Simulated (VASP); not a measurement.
# Rh (I4/mmm) in VASP: a series of runs

The runs below take Rh through single point, with PBE.

All numbers are computed with VASP 6.6.1; they aren't measurements. Logs are shortened: lines on timing, memory, paths and dates and some standing lists are left out, and cuts for length are marked.

## Step 1: The cell of the first run

Symmetry: I4/mmm, No. 139, tetragonal system. Conventional cell: a = 2.708 Å, b = 2.708 Å, c = 3.734 Å, α = 90.00°, β = 90.00°, γ = 90.00°. Within 3.5 Å of Rh (site symmetry 4/mmm) lie 12 Rh at 2.67 to 2.71 Å.

## Step 2: Single point, PBE (strain -0.0250 x Voigt [0, 1, 0, 0, 0, 0])

Input file INCAR:

```
SYSTEM = Rh
PREC = Accurate
ENCUT = 520
EDIFF = 1E-6
ISMEAR = 0
SIGMA = 0.15
LREAL = .False.
LASPH = .True.
NELM = 100
ALGO = Fast
ISIF = 2
LWAVE = .False.
LCHARG = .False.
GGA = PE
NBANDS = 14
```

Input file KPOINTS:

```
regular mesh
0
Gamma
  26 26 26
  0 0 0
```

Input file POSCAR:

```
Rh
1.0
    0.0000000000      1.8670912762      1.9149654115
    1.9149654115      0.0000000000      1.9149654115
    1.9149654115      1.8670912762      0.0000000000
Rh
1
Direct
    0.0000000000      0.0000000000      0.0000000000
```

Potentials or basis: VASP PAW PBE potentials, release 64 (Rh_pv).

Started as:

```console
> cat potpaw_PBE.64/Rh_pv/POTCAR > POTCAR
> mpirun -np 1 vasp_std > vasp.out
```

OUTCAR:

```text
SYSTEM = Rh
   PREC = Accurate
   ENCUT = 520
   EDIFF = 1E-6
   ISMEAR = 0
   LREAL = .False.
   LASPH = .True.
   NELM = 100
   ISIF = 2
   GGA = PE

 ion  position               nearest neighbor table
   1  0.000  0.000  0.000-

  LATTYP: Found a body centered tetragonal cell.
 ALAT       =     2.7081700564
 C/A-ratio  =     1.3788582233

  Lattice vectors:

 A1 = (   0.0000000000,  -1.8670912762,   1.9149654115)
 A2 = (   0.0000000000,  -1.8670912762,  -1.9149654115)
 A3 = (   1.9149654115,   1.8670912762,   0.0000000000)

Analysis of symmetry for initial positions (statically):
=====================================================================
 Subroutine PRICEL returns:
 Original cell was already a primitive cell.

 Routine SETGRP: Setting up the symmetry group for a
 body centered tetragonal supercell.

 Subroutine GETGRP returns: Found 16 space group operations
 (whereof 16 operations were pure point group operations)
 out of a pool of 16 trial point group operations.

The static configuration has the point symmetry D_4h.

Analysis of symmetry for dynamics (positions and initial velocities):
=====================================================================
 Subroutine PRICEL returns:
 Original cell was already a primitive cell.

 Routine SETGRP: Setting up the symmetry group for a
 body centered tetragonal supercell.

 Subroutine GETGRP returns: Found 16 space group operations
 (whereof 16 operations were pure point group operations)
 out of a pool of 16 trial point group operations.

The dynamic configuration has the point symmetry D_4h.

 Subroutine INISYM returns: Found 16 space group operations
 (whereof 16 operations are pure point group operations),
 and found     1 'primitive' translations

----------------------------------------------------------------------------------------

                                     Primitive cell

  volume of cell :      13.6936

  direct lattice vectors                    reciprocal lattice vectors
     0.000000000  1.867091276  1.914965412    -0.261101322  0.267796227  0.261101322
     1.914965412  0.000000000  1.914965412     0.261101322 -0.267796227  0.261101322
     1.914965412  1.867091276  0.000000000     0.261101322  0.267796227 -0.261101322

  length of vectors
     2.674532176  2.708170056  2.674532176     0.456138816  0.456138816  0.456138816

  position of ions in fractional coordinates (direct lattice)
     0.000000000  0.000000000  0.000000000

  ion indices of the primitive-cell ions
   primitive index   ion index
                 1           1

----------------------------------------------------------------------------------------

 KPOINTS: regular mesh

Automatic generation of k-mesh.
 Grid dimensions read from file:
 generate k-points for:   26   26   26

 Generating k-lattice:

  Cartesian coordinates                     Fractional coordinates (reciprocal lattice)
    -0.010042359  0.010299855  0.010042359     0.038461538  0.000000000  0.000000000
     0.010042359 -0.010299855  0.010042359     0.000000000  0.038461538  0.000000000
     0.010042359  0.010299855 -0.010042359     0.000000000  0.000000000  0.038461538

  Length of vectors
     0.017543801  0.017543801  0.017543801

  Shift w.r.t. Gamma in fractional coordinates (k-lattice)
     0.000000000  0.000000000  0.000000000

 Subroutine IBZKPT returns following result:
 ===========================================

 Found   1330 irreducible k-points:

 Following reciprocal coordinates:
            Coordinates               Weight
  0.000000  0.000000  0.000000      1.000000
  0.038462  0.000000 -0.000000      8.000000
  0.076923  0.000000 -0.000000      8.000000
  0.115385  0.000000 -0.000000      8.000000
  0.153846  0.000000  0.000000      8.000000
  0.192308  0.000000  0.000000      8.000000
[... 16 lines left out ...]
  0.346154  0.038462  0.000000     16.000000
  0.384615  0.038462  0.000000     16.000000
 [... further k-points ...]
   k-points           NKPTS =   1330   k-points in BZ     NKDIM =   1330   number of bands    NBANDS=     14
   number of dos      NEDOS =    301   number of ions     NIONS =      1
   total plane-waves  NPLWV =   8000
   dimension x,y,z NGX =    20 NGY =   20 NGZ =   20
   dimension x,y,z NGXF=    40 NGYF=   40 NGZF=   40
   ions per type =               1
   NGX,Y,Z   is equivalent  to a cutoff of  12.43, 12.28, 12.43 a.u.
   NGXF,Y,Z  is equivalent  to a cutoff of  24.86, 24.55, 24.86 a.u.
 SYSTEM =  Rh
   PREC   = accura    normal or accurate (medium, high low for compatibility)
   ISTART =      0    job   : 0-new  1-cont  2-samecut
   ICHARG =      2    charge: 1-file 2-atom 10-const
   ISPIN  =      1    spin polarized calculation?
   LNONCOLLINEAR =      F non collinear calculations
   LSORBIT =      F    spin-orbit coupling
   LASPH  =      T    aspherical Exc in radial PAW
   ENCUT  =  520.0 eV  38.22 Ry    6.18 a.u.   4.97  5.04  4.97*2*pi/ulx,y,z
   NELM   =    100;   NELMIN=  2; NELMDL= -5     # of ELM steps
   EDIFF  = 0.1E-05   stopping-criterion for ELM
   LREAL  =      F    real-space projection
[... 7 lines left out ...]
   TEBEG  =    0.0;   TEEND  =   0.0 temperature during run
   PSTRESS=    0.0 pullay stress
   NELECT =      15.0000    total number of electrons
   NUPDOWN=      -1.0000    fix difference up-down
   EMIN   =  10.00;   EMAX   =-10.00  energy-range for DOS
   EFERMI =   0.00;   METHOD = LEGACY
   ISMEAR =     0;   SIGMA  =   0.15  broadening in eV -4-tet -1-fermi 0-gaus
   EFERMI_NEDOS =   21; number of points for ismear=-14 and -15
   IALGO  =     68    algorithm
   IMIX   =      4    mixing-type and parameters
     AMIX     =   0.40;   BMIX     =  1.00
     AMIX_MAG =   1.60;   BMIX_MAG =  1.00
  volume/ion in A,a.u.               =      13.69        92.41
  Fermi-wavevector in a.u.,A,eV,Ry     =   1.687587  3.189077 38.748700  2.847949
  Thomas-Fermi vector in A             =   2.770046
   LORBIT       =      0    0 simple, 1 ext, 2 COOP (PROOUT), +10 PAW based schemes
   GGA     = PE    functional components
   LHFCALC =     F    Hartree Fock is set to
   AEXX    =    0.0000 exact exchange contribution
   IVDW    =     0    specifies the selected vdW correction
   LEPSILON=     F    determine dielectric tensor
   LRPA    =     F    only Hartree local field effects (RPA)
[... 49 lines left out ...]
      6       8.8194      2.00000
      7       9.0694      2.00000
      8      10.8012      2.00000
      9      11.1234      2.00000
     10      28.0709      0.00000
     11      32.4977      0.00000
     12      32.9569      0.00000
     13      33.2795      0.00000
     14      33.9579      0.00000

 k-point     3 :       0.0769    0.0000   -0.0000
  band No.  band energies     occupation
      1     -34.4530      2.00000
      2     -34.4199      2.00000
      3     -34.4074      2.00000
      4       4.2272      2.00000
      5       8.7400      2.00000
      6       8.8865      2.00000
      7       9.1064      2.00000
      8      10.7718      2.00000
      9      11.0810      2.00000
     10      28.3235      0.00000
     11      32.1912      0.00000
     12      32.5016      0.00000
     13      33.5390      0.00000
     14      34.1149      0.00000

 k-point     4 :       0.1154    0.0000   -0.0000
  band No.  band energies     occupation
      1     -34.5048      2.00000
      2     -34.4279      2.00000
      3     -34.4141      2.00000
      4       4.5100      2.00000
      5       8.6554      2.00000
      6       8.9817      2.00000
      7       9.1852      2.00000
      8      10.7425      2.00000
      9      11.0276      2.00000
     10      28.6972      0.00000
     11      31.1623      0.00000
     12      32.4995      0.00000
     13      33.9585      0.00000
     14      34.5023      0.00000

 k-point     5 :       0.1538    0.0000    0.0000
  band No.  band energies     occupation
      1     -34.5731      2.00000
      2     -34.4385      2.00000
      3     -34.4224      2.00000
      4       4.8738      2.00000
      5       8.5661      2.00000
      6       9.0774      2.00000
      7       9.2827      2.00000
      8      10.7443      2.00000
      9      10.9901      2.00000
     10      29.1021      0.00000
     11      30.0644      0.00000
     12      32.4992      0.00000
     13      34.5179      0.00000
     14      35.0480      0.00000

 k-point     6 :       0.1923    0.0000    0.0000
  band No.  band energies     occupation
      1     -34.6536      2.00000
      2     -34.4509      2.00000
      3     -34.4321      2.00000
      4       5.2746      2.00000
      5       8.5305      2.00000
      6       9.1377      2.00000
      7       9.3608      2.00000
      8      10.8154      2.00000
      9      11.0051      2.00000
     10      28.8425      0.00000
     11      29.5296      0.00000
     12      32.4990      0.00000
     13      35.1860      0.00000
     14      35.7001      0.00000

 k-point     7 :       0.2308    0.0000    0.0000
  band No.  band energies     occupation
      1     -34.7412      2.00000
      2     -34.4646      2.00000
      3     -34.4425      2.00000
      4       5.6398      2.00000
      5       8.6302      2.00000
      6       9.1376      2.00000
      7       9.3856      2.00000
      8      10.9807      2.00000
      9      11.1050      2.00000
     10      27.7105      0.00000
     11      29.6202      0.00000
     12      32.4990      0.00000
     13      35.9044      0.00000
     14      36.3744      0.00000
[... 205 lines left out ...]
 k-point    20 :       0.2308    0.0385    0.0000
  band No.  band energies     occupation
      1     -34.7122      2.00000
      2     -34.4620      2.00000
      3     -34.4444      2.00000
      4       5.5719      2.00000
      5       8.4871      2.00000
      6       9.1756      2.00000
      7       9.4242      2.00000
      8      10.7811      2.00000
      9      11.2215      2.00000
     10      28.1492      0.00000
     11      29.6873      0.00000
     12      32.4988      0.00000
     13      35.2068      0.00000
     14      36.1569      0.00000

 k-point    21 :       0.2692    0.0385    0.0000
  band No.  band energies     occupation
      1     -34.8004      2.00000
      2     -34.4758      2.00000
      3     -34.4557      2.00000
      4       5.8671      2.00000
      5       8.7065      2.00000
      6       9.1243      2.00000
      7       9.3994      2.00000
      8      11.0272      2.00000
      9      11.3992      2.00000
     10      26.9753      0.00000
     11      29.5890      0.00000
     12      32.4987      0.00000
     13      35.5374      0.00000
     14      36.7981      0.00000

 k-point    22 :       0.3077    0.0385    0.0000
  band No.  band energies     occupation
      1     -34.8871      2.00000
      2     -34.4896      2.00000
      3     -34.4667      2.00000
      4       6.0154      2.00000
      5       8.9937      2.00000
      6       9.1971      2.00000
      7       9.3292      2.00000
      8      11.3586      2.00000
      9      11.6377      1.99839
     10      25.7494      0.00000
     11      29.2259      0.00000
     12      32.4989      0.00000
     13      35.4025      0.00000
     14      36.6901      0.00000

 k-point    23 :       0.3462    0.0385    0.0000
  band No.  band energies     occupation
      1     -34.9674      2.00000
      2     -34.5027      2.00000
      3     -34.4766      2.00000
      4       6.0401      2.00000
      5       8.9023      2.00000
      6       9.2363      2.00000
      7       9.8218      2.00000
      8      11.7436      1.96890
      9      11.9035      1.48341
     10      24.4874      0.00000
     11      28.7447      0.00000
     12      32.4991      0.00000
     13      34.8524      0.00000
     14      35.8001      0.00000

 k-point    24 :       0.3846    0.0385    0.0000
  band No.  band energies     occupation
      1     -35.0368      2.00000
      2     -34.5143      2.00000
      3     -34.4850      2.00000
      4       6.0007      2.00000
      5       8.8014      2.00000
      6       9.1413      2.00000
      7      10.5392      2.00000
      8      12.1275      0.14331
      9      12.1974      0.03381
     10      23.2376      0.00000
     11      28.2814      0.00000
     12      32.4990      0.00000
     13      34.2105      0.00000
     14      34.8794      0.00000

 [... further k-points ...]
[... 5 lines left out ...]
  --------------------------------------------------------------------------------------
  -------------------------------------------------------------------------------------
  Total        0.4384373      0.9599549      0.4384373      0.0000000      0.0000000      0.0000000
  in kB       51.2980300    112.3166177     51.2980300      0.0000000      0.0000000      0.0000000
  external PRESSURE =      71.6375593 kB  Pullay stress =       0.0000000 kB

 VOLUME and BASIS-vectors are now :
 -----------------------------------------------------------------------------
  energy-cutoff  :      520.00
  volume of cell :       13.69
      direct lattice vectors                 reciprocal lattice vectors
     0.000000000  1.867091276  1.914965412    -0.261101322  0.267796227  0.261101322
     1.914965412  0.000000000  1.914965412     0.261101322 -0.267796227  0.261101322
     1.914965412  1.867091276  0.000000000     0.261101322  0.267796227 -0.261101322

 POSITION                                       TOTAL-FORCE (eV/Angst)
 -----------------------------------------------------------------------------------
      0.00000      0.00000      0.00000         0.000000      0.000000      0.000000
 -----------------------------------------------------------------------------------
    total drift:                                0.000000      0.000000      0.000000

  FREE ENERGIE OF THE ION-ELECTRON SYSTEM (eV)
  ---------------------------------------------------
  free  energy   TOTEN  =        -7.2534736890 eV

  energy  without entropy=       -7.2387559865  energy(sigma->0) =       -7.24611484
```

It took 2.6 min on 1 thread of Intel Xeon Platinum 8259CL at 2.50GHz (Skylake/Cascade Lake), shared host; peak memory 0.33 GiB.

What came out:

| Item | Value |
| --- | --- |
| Free energy | -7.2535 eV |
| Pressure | 7.2 GPa |
| Band gap on the k mesh | zero (an odd number of electrons rules out a gap without spin polarisation) |

Levels at points of the mesh, in eV from the Fermi level:
| k point | band 3 | band 4 | band 5 | band 6 | band 7 | band 8 | band 9 | band 10 | band 11 | band 12 |
| --- | --- | --- | --- | --- | --- | --- | --- | --- | --- | --- |
| (0.00, 0.00, 0.00) | -46.37 | -7.98 | -3.18 | -3.18 | -2.91 | -1.16 | -0.83 | 16.01 | 20.53 | 21.22 |
| (0.50, 0.00, 0.00) | -46.46 | -6.15 | -3.31 | -3.02 | 0.51 | 0.65 | 0.74 | 8.69 | 15.49 | 20.53 |
| (0.50, 0.50, 0.00) | -46.63 | -6.34 | -5.96 | 0.55 | 0.87 | 1.11 | 3.10 | 12.10 | 13.37 | 13.66 |
| (0.50, 0.00, 0.50) | -46.68 | -6.35 | -5.99 | 0.54 | 1.01 | 1.01 | 3.64 | 12.81 | 13.05 | 13.05 |

Caveat: the cell differs from its parent crystal (strain -0.0250 x Voigt [0, 1, 0, 0, 0, 0]); the cell stands under pressure.

## Step 3: Single point, PBE (strain +0.0250 x Voigt [0, 1, 0, 0, 0, 0])

Input file INCAR:

```
SYSTEM = Rh
  PREC = Accurate
  ENCUT = 520
  EDIFF = 1E-6
  ISMEAR = 0
  SIGMA = 0.15
  LREAL = .False.
  LASPH = .True.
  NELM = 80
  ALGO = Fast
  ISIF = 2
  LWAVE = .False.
  LCHARG = .False.
  GGA = PE
  NBANDS = 14
```

Input file KPOINTS:

```
Automatic mesh
0
Gamma
  26 26 26
  0 0 0
```

Input file POSCAR:

```
Rh
1.0
    0.0000000000      1.9628395468      1.9149654115
    1.9149654115      0.0000000000      1.9149654115
    1.9149654115      1.9628395468      0.0000000000
Rh
1
Direct
    0.0000000000      0.0000000000      0.0000000000
```

Potentials or basis: VASP PAW PBE potentials, release 64 (Rh_pv).

Started as:

```console
> cat potpaw_PBE.64/Rh_pv/POTCAR > POTCAR
> mpirun -np 1 vasp_std > vasp.out
```

Wall time 2.7 min (1 thread of Intel Xeon Platinum 8259CL at 2.50GHz (Skylake/Cascade Lake), shared host); peak memory 0.34 GiB.

Results (log left out):

```yaml
Free_energy: -7.2557 eV
Pressure: -5.8 GPa
Band_gap_on_the_k_mesh: zero (an odd number of electrons rules out a gap without spin polarisation)
```

Stress tensor (GPa, compression positive):
```
-3.97  0.00  0.00
 0.00 -9.35  0.00
 0.00  0.00 -3.97
```

Levels at points of the mesh, in eV from the Fermi level:
```tsv
k point	band 4	band 5	band 6	band 7	band 8	band 9	band 10	band 11
(0.00, 0.00, 0.00)	-7.62	-3.03	-2.77	-2.77	-1.08	-0.77	16.03	20.67
(0.50, 0.00, 0.00)	-5.74	-3.05	-2.80	0.47	0.59	0.79	8.19	15.50
(0.50, 0.50, 0.00)	-5.89	-5.54	0.49	0.81	1.03	3.39	11.93	12.80
(0.50, 0.00, 0.50)	-5.88	-5.53	0.52	0.90	0.90	2.88	11.26	13.36
```

Caveat: the cell differs from its parent crystal (strain +0.0250 x Voigt [0, 1, 0, 0, 0, 0]); the cell stands under tension.

## Step 4: Single point, PBE (strain +0.0500 x Voigt [0, 1, 0, 0, 0, 0])

Input file INCAR:

```
PREC = Accurate ; ENCUT = 520
EDIFF = 1E-6 ; ISMEAR = 0
SIGMA = 0.15 ; LREAL = False
LASPH = True ; NELM = 80
ALGO = Fast ; ISIF = 2
LWAVE = False ; LCHARG = False
GGA = PE ; NBANDS = 14
```

Input file KPOINTS:

```
regular mesh
0
Gamma
  26 26 26
```

Input file POSCAR:

```
Rh
1.0
    0.0000000000      2.0107136821      1.9149654115
    1.9149654115      0.0000000000      1.9149654115
    1.9149654115      2.0107136821      0.0000000000
Rh
1
Direct
    0.0000000000      0.0000000000      0.0000000000
```

Started as:

```console
> cat potpaw_PBE.64/Rh_pv/POTCAR > POTCAR
> mpirun -np 1 vasp_std > vasp.out
```

Run time: 2.4 min. Hardware: 1 thread of Intel Xeon Platinum 8259CL at 2.50GHz (Skylake/Cascade Lake), shared host; peak memory 0.35 GiB.

Results (log left out):

| Quantity | Value |
| --- | --- |
| Free energy | -7.2267 eV |
| Pressure | -10.6 GPa |
| Band gap on the k mesh | zero (an odd number of electrons rules out a gap without spin polarisation) |

Stress tensor (GPa, compression positive):
```
 -7.31   0.00   0.00
  0.00 -17.26   0.00
  0.00   0.00  -7.31
```

Levels at points of the mesh, in eV from the Fermi level:
```
           k point  band 5  band 6  band 7  band 8  band 9  band 10
(0.00, 0.00, 0.00)   -3.07   -2.58   -2.58   -1.19   -0.60    16.07
(0.50, 0.00, 0.00)   -3.05   -2.57    0.39    0.62    0.83     7.97
(0.50, 0.50, 0.00)   -5.33    0.45    0.67    1.10    3.53    11.86
(0.50, 0.00, 0.50)   -5.32    0.52    0.84    0.84    2.56    10.56
```

Caveat: the cell differs from its parent crystal (strain +0.0500 x Voigt [0, 1, 0, 0, 0, 0]); the cell stands under tension.

## Step 5: Overview

| cell | gap on the mesh (eV) | pressure (GPa) |
| --- | --- | --- |
| a = 2.675, b = 2.708 Å, angles 59.6, 60.8, 59.6°, 1 atom | none | 7.2 |
| a = 2.742, b = 2.708 Å, angles 60.4, 59.2, 60.4°, 1 atom | none | -5.8 |
| a = 2.777, b = 2.708 Å, angles 60.8, 58.4, 60.8°, 1 atom | none | -10.6 |

Alike in all rows: task single point; level PBE; potentials or basis VASP PAW PBE potentials, release 64 (Rh_pv); no spin polarisation; k mesh 26 × 26 × 26; cutoff (eV) 520; smearing gaussian 0.15 eV.

Caveats: the cell stands under tension (at least some runs); the cell stands under pressure (at least some runs).

Total energies depend on the potentials used, so only differences within one code and one set of settings carry meaning.
